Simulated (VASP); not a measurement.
Wanted: the native input for a VASP 6.6.1 run.

```
Task                   : single point
Functional             : revPBE
Potentials or basis    : VASP PAW PBE potentials, release 64 (K_sv, Ta_pv, O, Sb)
Cutoff                 : 520 eV
k mesh                 : 1 × 1 × 1, shifted
Occupations            : fermi-dirac, width 0.05 eV
Spin                   : collinear spin
Starting moments       : [0.0, 0.0, 1.0, 1.0, 0.0, 0.0, 0.0, 0.0, 1.0] μB
Dipole correction      : no
Mended                 : yes
Further INCAR settings : ALGO = Normal; EDIFF = 1e-06; NBANDS = 48; ISYM = -1
```

The structure of K2Ta2SbO4 (a cell with a defect) lies in POSCAR:

```
K2Ta2SbO4
1.0
    7.9708780000      0.0000000000      0.0000000000
    0.0000000000      3.9854390000      0.0000000000
    0.0000000000      0.0000000000      3.9854390000
K Ta O Sb
2 2 4 1
Direct
    0.0006740000      0.0039730000      0.0025980000
    0.5006170000      0.9964650000      0.0070350000
    0.2517200000      0.4972190000      0.5006860000
    0.7493560000      0.5051750000      0.4987980000
    0.7498220000      0.5040820000      0.9964300000
    0.0007950000      0.5052920000      0.4987210000
    0.2520990000      0.0025140000      0.5001260000
    0.7537790000      0.9951470000      0.4962230000
    0.4990620000      0.4961400000      0.5004240000
```

One way to write it, as run:

INCAR

```
  ALGO = Normal
  EDIFF = 1E-6
  ENCUT = 520
  GGA = RE
  GGA_COMPAT = False
  ISIF = 2
  ISMEAR = -1
  ISPIN = 2
  ISYM = -1
  LASPH = True
  LCHARG = False
  LMAXMIX = 4
  LORBIT = 11
  LREAL = False
  LWAVE = False
  MAGMOM = 0 0 1 1 0 0 0 0 1
  NBANDS = 48
  NELM = 200
  PREC = Accurate
  SIGMA = 0.05
```

KPOINTS

```
explicit points
1
Reciprocal
  0.25000000   0.25000000   0.25000000 1
```

Potentials or basis: VASP PAW PBE potentials, release 64 (K_sv, Ta_pv, O, Sb).

The run is started by

```console
$ cat potpaw_PBE.64/K_sv/POTCAR potpaw_PBE.64/Ta_pv/POTCAR potpaw_PBE.64/O/POTCAR potpaw_PBE.64/Sb/POTCAR > POTCAR
$ mpirun -np 1 vasp_std > vasp.out
```

Results of the run:

```json
{
  "Pressure": "71.2 GPa",
  "Largest force": "27.716 eV/Å",
  "Net moment": "1.00 μB per cell",
  "Site moments": "K +0.01, -0.00; Ta +0.45, +0.09; O -0.00, +0.07, -0.01 (each value once); Sb +0.17 μB",
  "Valence electrons inside the program's atomic spheres": "K 7.65, 7.77; Ta 9.35, 9.41; O 5.08, 5.07, 5.06, 5.09; Sb 3.53"
}
```

Caveat: atoms lie so close that the PAW spheres overlap strongly, which falsifies energies and pressures; the PAW data sets were made with another functional, which shifts forces and pressure a little.

Run time: 37 s on 1 thread of Intel(R) Xeon(R) Platinum 8488C (Sapphire Rapids) (shared host), peak memory 0.26 GiB.
